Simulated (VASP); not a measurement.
Here is a VASP 6.6.1 calculation.

INCAR

```
SYSTEM = H14CO7
  ALGO = Normal
  EDIFF = 1E-6
  ENCUT = 520
  ISIF = 2
  ISMEAR = -1
  LASPH = .TRUE.
  LCHARG = .TRUE.
  LELF = .TRUE.
  LREAL = Auto
  LVHAR = .TRUE.
  LWAVE = .FALSE.
  NBANDS = 47
  NELM = 100
  PREC = Accurate
  SIGMA = 0.02
```

The input KPOINTS:

```
k-points
0
G
  1 1 1
  0 0 0
```

Contents of POSCAR:

```
H14CO7
1.0
    5.2205110000      0.0000000000      0.0000000000
    0.0000000000      5.1307750000      0.0000000000
    0.0000000000      0.0000000000      5.3659560000
O H C
7 14 1
Direct
    0.4525035959      0.5650998144      0.6347983472
    0.8060513616      0.4088076363      0.8295819049
    0.1286272551      0.2057973698      0.5529489992
    0.3632977691      0.4091584605      0.1491253376
    0.7182821758      0.6698987970      0.3021642369
    0.7040306974      0.0886415795      0.1230721981
    0.0827122096      0.7099902062      1.0159792589
    0.6026421551      0.6240772593      0.5072535071
    0.5994240794      0.4418825616      0.7368304921
    0.7667065542      0.2754164819      0.9770113657
    0.9649438532      0.2460057204      0.6529498192
    0.3286651441      0.3995497756      0.5627142675
    0.0638060144      0.1099833846      0.4228137540
    0.4182157647      0.2259112902      0.1055170784
    0.2297476243      0.5374431738      0.0385392650
    0.8861201518      0.6450487499      0.2175381237
    0.5033223759      0.5276006061      0.1976721389
    0.7195655751      0.0983477155      0.3020337848
    0.6646858899     -0.1648289001      0.1907954519
   -0.2426199274      0.8139900892      0.7938007691
    0.0684990416      0.6863290633      0.6409668659
   -0.0617180962      0.6768568101      0.8153253586
```

Potentials or basis: VASP PAW LDA potentials, release 64 (O, H, C).

Command:

```bash
$ cat potpaw_LDA.64/O/POTCAR potpaw_LDA.64/H/POTCAR potpaw_LDA.64/C/POTCAR > POTCAR
$ mpirun -np 1 vasp_gam > vasp.out
```

(1) Predict the band gap on the k mesh.

(2) Predict the largest force.

(3) Predict the pressure.

## Answers

(1) 4.62 eV.

(2) 3.857 eV/Å.

(3) 9.0 GPa.

Caveat: the k points lie up to 1.22 Å⁻¹ apart.
